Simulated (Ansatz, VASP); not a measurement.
# Two plane-wave programs on NiO2

```xyz
3
Lattice="2.7478 0.0000 0.0000 -1.3739 2.3797 0.0000 0.0000 0.0000 5.1044" Properties=species:S:1:pos:R:3 pbc="T T T"
Ni    0.0000    0.0000    2.5522
O     1.3739    0.7932    3.6384
O     0.0000    1.5865    1.4660
```

Alike in both runs: task single point; functional PBEsol; k mesh 12 × 12 × 6; occupations gaussian, width 0.05 eV; no spin polarisation.

|  | VASP | Ansatz |
| --- | --- | --- |
| version | VASP 6.6.1 | Ansatz 0.2.0 |
| potentials or method | VASP PAW PBE potentials, release 64 (Ni, O), cutoff 520 eV | scalar-relativistic, plane waves, PAW |
| valence electrons in the cell | 22 | 30 |

```tsv
	VASP	Ansatz	Ansatz less VASP
gap on the k mesh at the Fermi level (eV)	0.98	1.00	+0.023
least direct gap on the mesh (eV)	1.06	1.07	+0.018
pressure (GPa)	-12.8	-13.3	-0.50
traceless stress, the component that is largest in VASP (GPa)	-10.65	-10.71	-0.061
rms of the force components (eV/Å)	1.048	1.086	+0.0382
```

VASP's potentials were made for PBE, not for PBEsol. Atom by atom the forces differ by 0.038 eV/Å (rms over components). With one functional, cell and mesh, what is left measures potentials, basis and numerics. VASP's potentials hold 22 valence electrons a cell and Ansatz's 30, so a difference there can come from the potentials and not from the codes.
